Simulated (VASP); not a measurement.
A run of VASP 6.6.1:

Contents of INCAR:

```
SYSTEM = LaB3Ir
  PREC = Accurate
  ENCUT = 520
  EDIFF = 1E-6
  ISMEAR = -1
  SIGMA = 0.0804
  LREAL = .FALSE.
  LASPH = .TRUE.
  NELM = 80
  ALGO = Normal
  ISIF = 2
  LWAVE = .FALSE.
  LCHARG = .TRUE.
  GGA = PE
  LELF = .TRUE.
  LVHAR = .TRUE.
  NBANDS = 22
```

The input KPOINTS:

```
regular mesh
0
G
  10 10 10
  0 0 0
```

Contents of POSCAR:

```
LaB3Ir
1.0
    0.0000000000      3.8328880000      0.0000000000
    3.8328880000      0.0000000000      0.0000000000
    1.9164440000      1.9164440000     -4.4036100000
La B Ir
1 3 1
Direct
    0.0000000000      0.0000000000      0.0000000000
    0.7615000000      0.2615000000      0.4770000000
    0.2615000000      0.7615000000      0.4770000000
    0.4112000000      0.4112000000      0.1776000000
    0.6553000000      0.6553000000      0.6894000000
```

Potentials or basis: VASP PAW PBE potentials, release 64 (La, B, Ir).

Command:

```sh
$ cat potpaw_PBE.64/La/POTCAR potpaw_PBE.64/B/POTCAR potpaw_PBE.64/Ir/POTCAR > POTCAR
$ mpirun -np 1 vasp_std > vasp.out
```

Hardware: 1 thread of AMD EPYC 7R43 64-Core Processor (Zen 3), on a shared host.

Q: How long does it take, and how much memory?

A: Wall time 4.5 min on 1 thread of AMD EPYC 7R43 64-Core Processor (Zen 3), with other jobs on the host, peak memory 0.29 GiB. Counts: scf iterations 14, k points 102.
